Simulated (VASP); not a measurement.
Input of a VASP 6.6.1 run:

File INCAR:

```
  PREC = Accurate
  ENCUT = 520
  EDIFF = 1E-6
  ISMEAR = -1
  SIGMA = 0.1
  LREAL = F
  LASPH = T
  NELM = 80
  ALGO = Normal
  ISIF = 2
  LWAVE = F
  LCHARG = F
  GGA = PE
  NBANDS = 16
```

File KPOINTS:

```
Automatic mesh
0
Gamma
  15 15 15
```

File POSCAR:

```
TiN
1.0
    0.0000000000      2.0804728265      2.0804728265
    2.0804728265      0.0000000000      2.0804728265
    2.0804728265      2.0804728265      0.0000000000
Ti N
1 1
Direct
    0.0000000000      0.0000000000      0.0000000000
    0.5000000000      0.5000000000      0.5000000000
```

Potentials or basis: VASP PAW PBE potentials, release 64 (Ti_sv, N).

The run is started by

```console
$ cat potpaw_PBE.64/Ti_sv/POTCAR potpaw_PBE.64/N/POTCAR > POTCAR
$ mpirun -np 1 vasp_std > vasp.out
```

(1) Estimate the band gap on the k mesh.

(2) What does it give for the pressure?

## Answers

(1) zero (an odd number of electrons rules out a gap without spin polarisation).

(2) 20.0 GPa.

Caveat: the cell stands under pressure.
